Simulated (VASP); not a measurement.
# CoSi (rocksalt type) (Fm-3m) in VASP: further runs

Runs on CoSi (rocksalt type). Level: r2SCAN. Tasks: single point, relaxation of cell and atoms.

Program: VASP 6.6.1. These are calculated values, not measurements. Logs are shortened: lines on timing, memory, paths and dates and some standing lists are left out, and cuts for length are marked.

## (1) The cell of the first run

It takes space group Fm-3m (No. 225, cubic). Conventional cell: a = 4.536 Å, b = 4.536 Å, c = 4.536 Å, α = 90.00°, β = 90.00°, γ = 90.00°. Co (site symmetry m-3m) has 6 Si at 2.27 Å within 3.0 Å. Si (site symmetry m-3m) has 6 Co at 2.27 Å within 3.0 Å.

## (2) Single point, r2SCAN (volume scaled by 0.94)

File POSCAR:

```
CoSi
1.0
    0.0000000000      2.2679793557      2.2679793557
    2.2679793557      0.0000000000      2.2679793557
    2.2679793557      2.2679793557      0.0000000000
Co Si
1 1
Direct
    0.0000000000      0.0000000000      0.0000000000
    0.5000000000      0.5000000000      0.5000000000
```

File INCAR.step1:

```
SYSTEM = CoSi
PREC = Accurate ; ENCUT = 660
ISMEAR = -1 ; SIGMA = 0.1
LREAL = .FALSE. ; LASPH = .TRUE.
NELM = 120 ; NBANDS = 14
GGA = PE ; ALGO = Normal
EDIFF = 1E-5 ; LWAVE = .TRUE.
LCHARG = .FALSE. ; GGA_COMPAT = .FALSE.
```

File INCAR.step2:

```
SYSTEM = CoSi
PREC = Accurate ; ENCUT = 660
EDIFF = 1E-6 ; ISMEAR = -1
SIGMA = 0.1 ; LREAL = .FALSE.
LASPH = .TRUE. ; NELM = 120
ALGO = Normal ; ISIF = 2
LWAVE = .FALSE. ; LCHARG = .FALSE.
METAGGA = R2SCAN ; LMIXTAU = .TRUE.
NBANDS = 14 ; ISTART = 1
GGA_COMPAT = .FALSE.
```

File KPOINTS:

```
Automatic mesh
0
G
  14 14 14
  0 0 0
```

Potentials or basis: VASP PAW PBE potentials, release 64 (Co, Si).

The run is started by

```
$ cat potpaw_PBE.64/Co/POTCAR potpaw_PBE.64/Si/POTCAR > POTCAR
$ cp INCAR.step1 INCAR
$ mpirun -np 1 vasp_std > vasp.out
$ cp INCAR.step2 INCAR
$ mpirun -np 1 vasp_std > vasp.out
```

OUTCAR:

```text
SYSTEM = CoSi
   PREC = Accurate
   ENCUT = 660
   EDIFF = 1E-6
   ISMEAR = -1
   LREAL = .FALSE.
   LASPH = .TRUE.
   NELM = 120
   ISIF = 2
   METAGGA = R2SCAN
   ISTART = 1

 ion  position               nearest neighbor table
   1  0.000  0.000  0.000-   2 2.27   2 2.27   2 2.27   2 2.27   2 2.27   2 2.27
   2  0.500  0.500  0.500-   1 2.27   1 2.27   1 2.27   1 2.27   1 2.27   1 2.27

  LATTYP: Found a face centered cubic cell.
 ALAT       =     4.5359587114

  Lattice vectors:

 A1 = (   0.0000000000,   2.2679793557,   2.2679793557)
 A2 = (   2.2679793557,   0.0000000000,   2.2679793557)
 A3 = (   2.2679793557,   2.2679793557,   0.0000000000)

Analysis of symmetry for initial positions (statically):
=====================================================================
 Subroutine PRICEL returns:
 Original cell was already a primitive cell.

 Routine SETGRP: Setting up the symmetry group for a
 face centered cubic supercell.

 Subroutine GETGRP returns: Found 48 space group operations
 (whereof 48 operations were pure point group operations)
 out of a pool of 48 trial point group operations.

The static configuration has the point symmetry O_h .

Analysis of symmetry for dynamics (positions and initial velocities):
=====================================================================
 Subroutine PRICEL returns:
 Original cell was already a primitive cell.

 Routine SETGRP: Setting up the symmetry group for a
 face centered cubic supercell.

 Subroutine GETGRP returns: Found 48 space group operations
 (whereof 48 operations were pure point group operations)
 out of a pool of 48 trial point group operations.

The dynamic configuration has the point symmetry O_h .

 Subroutine INISYM returns: Found 48 space group operations
 (whereof 48 operations are pure point group operations),
 and found     1 'primitive' translations

----------------------------------------------------------------------------------------

                                     Primitive cell

  volume of cell :      23.3317

  direct lattice vectors                    reciprocal lattice vectors
     0.000000000  2.267979356  2.267979356    -0.220460561  0.220460561  0.220460561
     2.267979356  0.000000000  2.267979356     0.220460561 -0.220460561  0.220460561
     2.267979356  2.267979356  0.000000000     0.220460561  0.220460561 -0.220460561

  length of vectors
     3.207407164  3.207407164  3.207407164     0.381848892  0.381848892  0.381848892

  position of ions in fractional coordinates (direct lattice)
[... 83 lines left out ...]
   IBRION =     -1    ionic relax: 0-MD 1-quasi-New 2-CG
   NFREE  =      0    steps in history (QN), initial steepest desc. (CG)
   ISIF   =      2    stress and relaxation
   ISYM   =      2    0-nonsym 1-usesym 2-fastsym
   POTIM  = 0.5000    time-step for ionic-motion
   TEBEG  =    0.0;   TEEND  =   0.0 temperature during run
   PSTRESS=    0.0 pullay stress
   NELECT =      13.0000    total number of electrons
   NUPDOWN=      -1.0000    fix difference up-down
   EMIN   =  10.00;   EMAX   =-10.00  energy-range for DOS
   EFERMI =   0.00;   METHOD = LEGACY
   ISMEAR =    -1;   SIGMA  =   0.10  broadening in eV -4-tet -1-fermi 0-gaus
   EFERMI_NEDOS =   21; number of points for ismear=-14 and -15
   IALGO  =     38    algorithm
   IMIX   =      4    mixing-type and parameters
     AMIX     =   0.40;   BMIX     =  1.00
     AMIX_MAG =   1.60;   BMIX_MAG =  1.00
  volume/ion in A,a.u.               =      11.67        78.73
  Fermi-wavevector in a.u.,A,eV,Ry     =   1.347122  2.545691 24.690997  1.814737
  Thomas-Fermi vector in A             =   2.474898
   LORBIT       =      0    0 simple, 1 ext, 2 COOP (PROOUT), +10 PAW based schemes
   METAGGA = R2SCAN    functional components
   LHFCALC =     F    Hartree Fock is set to
   AEXX    =    0.0000 exact exchange contribution
   IVDW    =     0    specifies the selected vdW correction
   LEPSILON=     F    determine dielectric tensor
   LRPA    =     F    only Hartree local field effects (RPA)
 non-spin polarized calculation
  energy-cutoff  :      660.00
  volume of cell :       23.33
 maximum number of plane-waves:       934
   NGX = 13   NGY = 13   NGZ = 13

 number of electron      13.0000002 magnetization

 Free energy of the ion-electron system (eV)
  ---------------------------------------------------
  ext. energy  EPLUGINS =         0.00000000
  ---------------------------------------------------
  free energy    TOTEN  =       -21.37483703 eV

  energy without entropy =      -21.33386032  energy(sigma->0) =      -21.35434868

 E-fermi :  10.9194     XC(G=0): -13.3410

 val. band max:       10.9169620135   @ k =   0.5000   0.5000   0.0000
 cond. band min:      10.9338902844   @ k =  -0.3571   0.4286   0.2143
 fundamental gap:      0.0169282709
 Fermi energy:        10.9194460478

 k-point     1 :       0.0000    0.0000    0.0000
  band No.  band energies     occupation
      1      -2.5613      2.00000
      2       8.5763      2.00000
      3       8.5763      2.00000
      4       8.5763      2.00000
      5       8.8368      2.00000
      6       8.8368      2.00000
      7      16.0222      0.00000
      8      16.0222      0.00000
      9      16.0222      0.00000
     10      22.4592      0.00000
     11      22.4592      0.00000
     12      22.4592      0.00000
     13      24.1448      0.00000
     14      27.8580      0.00000
[... 377 lines left out ...]
      1      -0.8968      2.00000
      2       7.3358      2.00000
      3       7.7822      2.00000
      4       8.3686      2.00000
      5       8.9871      2.00000
      6       9.3170      2.00000
      7      12.6972      0.00000
      8      14.6835      0.00000
      9      16.9411      0.00000
     10      19.1509      0.00000
     11      20.5672      0.00000
     12      23.6645      0.00000
     13      23.6703      0.00000
     14      27.5850      0.00000

 [... further k-points ...]
[... 5 lines left out ...]
  --------------------------------------------------------------------------------------
  -------------------------------------------------------------------------------------
  Total        1.7433553      1.7433553      1.7433553      0.0000000      0.0000000      0.0000000
  in kB      119.7151718    119.7151718    119.7151718      0.0000000      0.0000000      0.0000000
  external PRESSURE =     119.7151718 kB  Pullay stress =       0.0000000 kB

 VOLUME and BASIS-vectors are now :
 -----------------------------------------------------------------------------
  energy-cutoff  :      660.00
  volume of cell :       23.33
      direct lattice vectors                 reciprocal lattice vectors
     0.000000000  2.267979356  2.267979356    -0.220460561  0.220460561  0.220460561
     2.267979356  0.000000000  2.267979356     0.220460561 -0.220460561  0.220460561
     2.267979356  2.267979356  0.000000000     0.220460561  0.220460561 -0.220460561

 POSITION                                       TOTAL-FORCE (eV/Angst)
 -----------------------------------------------------------------------------------
      0.00000      0.00000      0.00000         0.000000      0.000000      0.000000
      2.26798      2.26798      2.26798        -0.000000     -0.000000     -0.000000
 -----------------------------------------------------------------------------------
    total drift:                               -0.000000      0.000000      0.000000

  FREE ENERGIE OF THE ION-ELECTRON SYSTEM (eV)
  ---------------------------------------------------
  free  energy   TOTEN  =       -21.3748370325 eV

  energy  without entropy=      -21.3338603225  energy(sigma->0) =      -21.35434868
```

OSZICAR.step1:

```text
N       E                     dE             d eps       ncg     rms          rms(c)
DAV:   1     0.516164798971E+02    0.51616E+02   -0.63169E+03  2936   0.115E+03
DAV:   2    -0.108251877742E+02   -0.62442E+02   -0.57065E+02  3152   0.208E+02
DAV:   3    -0.133964738490E+02   -0.25713E+01   -0.25278E+01  3620   0.453E+01
DAV:   4    -0.134333111977E+02   -0.36837E-01   -0.36816E-01  3356   0.484E+00
DAV:   5    -0.134343292633E+02   -0.10181E-02   -0.10180E-02  3700   0.865E-01    0.130E+01
DAV:   6    -0.159430356319E+02   -0.25087E+01   -0.39567E+01  3086   0.874E+01    0.153E+01
DAV:   7    -0.122152212027E+02    0.37278E+01   -0.17146E+01  3266   0.600E+01    0.234E+00
DAV:   8    -0.122179172838E+02   -0.26961E-02   -0.16911E-01  3200   0.290E+00    0.123E+00
DAV:   9    -0.122115922252E+02    0.63251E-02   -0.23843E-02  4076   0.188E+00    0.199E-01
DAV:  10    -0.122116353909E+02   -0.43166E-04   -0.89418E-04  4084   0.396E-01    0.945E-02
DAV:  11    -0.122116119340E+02    0.23457E-04   -0.19009E-04  3816   0.174E-01    0.170E-02
DAV:  12    -0.122116094063E+02    0.25278E-05   -0.40656E-06  1698   0.210E-02
   1 F= -.12211609E+02 E0= -.12189182E+02  d E =-.448548E-01
```

Wall time 3.1 min (1 thread of AMD EPYC 7R13 (Zen 3), shared host); peak memory 0.17 GiB.

Results:

```yaml
Free_energy: -21.3748 eV
Pressure: 12.0 GPa
```

Caveat: the cell differs from its parent crystal (volume scaled by 0.94); the PAW data sets were made with another functional, which shifts forces and pressure a little.

## (3) Single point, r2SCAN

This run uses another cell than the first one, of 12.41 Å³/atom, 1.064 times its volume.

File POSCAR:

```
CoSi
1.0
    0.0000000000      2.3152424636      2.3152424636
    2.3152424636      0.0000000000      2.3152424636
    2.3152424636      2.3152424636      0.0000000000
Co Si
1 1
Direct
    0.0000000000      0.0000000000      0.0000000000
    0.5000000000      0.5000000000      0.5000000000
```

File INCAR.step1:

```
  PREC = Accurate
  ENCUT = 660
  ISMEAR = -1
  SIGMA = 0.1
  LREAL = False
  LASPH = True
  NELM = 120
  NBANDS = 14
  GGA = PE
  ALGO = Normal
  EDIFF = 1E-5
  LWAVE = True
  LCHARG = False
  GGA_COMPAT = False
```

File INCAR.step2:

```
  PREC = Accurate
  ENCUT = 660
  EDIFF = 1E-6
  ISMEAR = -1
  SIGMA = 0.1
  LREAL = False
  LASPH = True
  NELM = 120
  ALGO = Normal
  ISIF = 2
  LWAVE = False
  LCHARG = False
  METAGGA = R2SCAN
  LMIXTAU = True
  NBANDS = 14
  ISTART = 1
  GGA_COMPAT = False
```

File KPOINTS:

```
Automatic mesh
0
Gamma
  14 14 14
```

Potentials or basis: VASP PAW PBE potentials, release 64 (Co, Si).

The run is started by

```
$ cat potpaw_PBE.64/Co/POTCAR potpaw_PBE.64/Si/POTCAR > POTCAR
$ cp INCAR.step1 INCAR
$ mpirun -np 1 vasp_std > vasp.out
$ cp INCAR.step2 INCAR
$ mpirun -np 1 vasp_std > vasp.out
```

OUTCAR:

```text
PREC = Accurate
   ENCUT = 660
   EDIFF = 1E-6
   ISMEAR = -1
   LREAL = False
   LASPH = True
   NELM = 120
   ISIF = 2
   METAGGA = R2SCAN
   ISTART = 1

 ion  position               nearest neighbor table
   1  0.000  0.000  0.000-   2 2.32   2 2.32   2 2.32   2 2.32   2 2.32   2 2.32
   2  0.500  0.500  0.500-   1 2.32   1 2.32   1 2.32   1 2.32   1 2.32   1 2.32

  LATTYP: Found a face centered cubic cell.
 ALAT       =     4.6304849272

  Lattice vectors:

 A1 = (   0.0000000000,   2.3152424636,   2.3152424636)
[... 583 lines left out ...]
      8      13.5513      0.00000
      9      15.6202      0.00000
     10      17.9802      0.00000
     11      19.4290      0.00000
     12      22.3734      0.00000
     13      22.3882      0.00000
     14      26.1553      0.00000

 [... further k-points ...]
[... 5 lines left out ...]
  --------------------------------------------------------------------------------------
  -------------------------------------------------------------------------------------
  Total       -0.0176640     -0.0176640     -0.0176640     -0.0000000     -0.0000000      0.0000000
  in kB       -1.1402008     -1.1402008     -1.1402008     -0.0000000     -0.0000000      0.0000000
  external PRESSURE =      -1.1402008 kB  Pullay stress =       0.0000000 kB

 VOLUME and BASIS-vectors are now :
 -----------------------------------------------------------------------------
  energy-cutoff  :      660.00
  volume of cell :       24.82
      direct lattice vectors                 reciprocal lattice vectors
     0.000000000  2.315242464  2.315242464    -0.215960103  0.215960103  0.215960103
     2.315242464  0.000000000  2.315242464     0.215960103 -0.215960103  0.215960103
     2.315242464  2.315242464  0.000000000     0.215960103  0.215960103 -0.215960103

 POSITION                                       TOTAL-FORCE (eV/Angst)
 -----------------------------------------------------------------------------------
      0.00000      0.00000      0.00000         0.000000      0.000000      0.000000
      2.31524      2.31524      2.31524         0.000000      0.000000      0.000000
 -----------------------------------------------------------------------------------
    total drift:                               -0.000000      0.000000      0.000000

  FREE ENERGIE OF THE ION-ELECTRON SYSTEM (eV)
  ---------------------------------------------------
  free  energy   TOTEN  =       -21.4281840773 eV

  energy  without entropy=      -21.3832531984  energy(sigma->0) =      -21.40571864
```

It took 2.6 min on 1 thread of AMD EPYC 7R13 (Zen 3), shared host; peak memory 0.17 GiB.

Results:

```yaml
Free_energy: -21.4282 eV
Pressure: -0.1 GPa
```

Levels at points of the mesh, in eV from the Fermi level:
```csv
k point,band 4,band 5,band 6,band 7,band 8,band 9
"(0.00, 0.00, 0.00)",-2.10,-1.86,-1.86,4.78,4.78,4.78
"(0.50, 0.00, 0.00)",-3.11,-0.98,-0.98,-0.28,7.05,7.05
"(0.50, 0.50, 0.00)",-1.37,-0.76,-0.76,0.01,0.01,0.38
```

Caveat: the PAW data sets were made with another functional, which shifts forces and pressure a little. Spin polarisation is off, so any magnetic state and its effect on volume and gap are missing.

## (4) Single point, r2SCAN

This run uses another cell than the first one, of 12.41 Å³/atom, 1.064 times its volume.

POSCAR is that of step 3.

File INCAR.step1:

```
SYSTEM = CoSi
  ALGO = Normal
  EDIFF = 1E-5
  ENCUT = 660
  GGA = PE
  GGA_COMPAT = .FALSE.
  ISMEAR = -1
  LASPH = .TRUE.
  LCHARG = .FALSE.
  LREAL = .FALSE.
  LWAVE = .TRUE.
  NBANDS = 14
  NELM = 120
  PREC = Accurate
  SIGMA = 0.1
```

File INCAR.step2:

```
SYSTEM = CoSi
  ALGO = Normal
  EDIFF = 1E-6
  ENCUT = 660
  GGA_COMPAT = .FALSE.
  ISIF = 2
  ISMEAR = -1
  ISTART = 1
  LASPH = .TRUE.
  LCHARG = .FALSE.
  LMIXTAU = .TRUE.
  LREAL = .FALSE.
  LWAVE = .FALSE.
  METAGGA = R2SCAN
  NBANDS = 14
  NELM = 120
  PREC = Accurate
  SIGMA = 0.1
```

File KPOINTS:

```
k-points
0
G
  14 14 14
  0 0 0
```

The run is started by

```
$ cat potpaw_PBE.64/Co/POTCAR potpaw_PBE.64/Si/POTCAR > POTCAR
$ cp INCAR.step1 INCAR
$ mpirun -np 1 vasp_std > vasp.out
$ cp INCAR.step2 INCAR
$ mpirun -np 1 vasp_std > vasp.out
```

It took 2.5 min on 1 thread of AMD EPYC 7R13 (Zen 3), shared host; peak memory 0.17 GiB.

Results (log left out):

```yaml
Free_energy: -21.4282 eV
Pressure: -0.1 GPa
```

Levels at points of the mesh, in eV from the Fermi level:
| k point | band 4 | band 5 | band 6 | band 7 | band 8 | band 9 |
| --- | --- | --- | --- | --- | --- | --- |
| (0.00, 0.00, 0.00) | -2.10 | -1.86 | -1.86 | 4.78 | 4.78 | 4.78 |
| (0.50, 0.00, 0.00) | -3.11 | -0.98 | -0.98 | -0.28 | 7.05 | 7.05 |
| (0.50, 0.50, 0.00) | -1.37 | -0.76 | -0.76 | 0.01 | 0.01 | 0.38 |

Caveat: the PAW data sets were made with another functional, which shifts forces and pressure a little. Spin polarisation is off, so any magnetic state and its effect on volume and gap are missing.

(Part 1 of 2 ends here.)
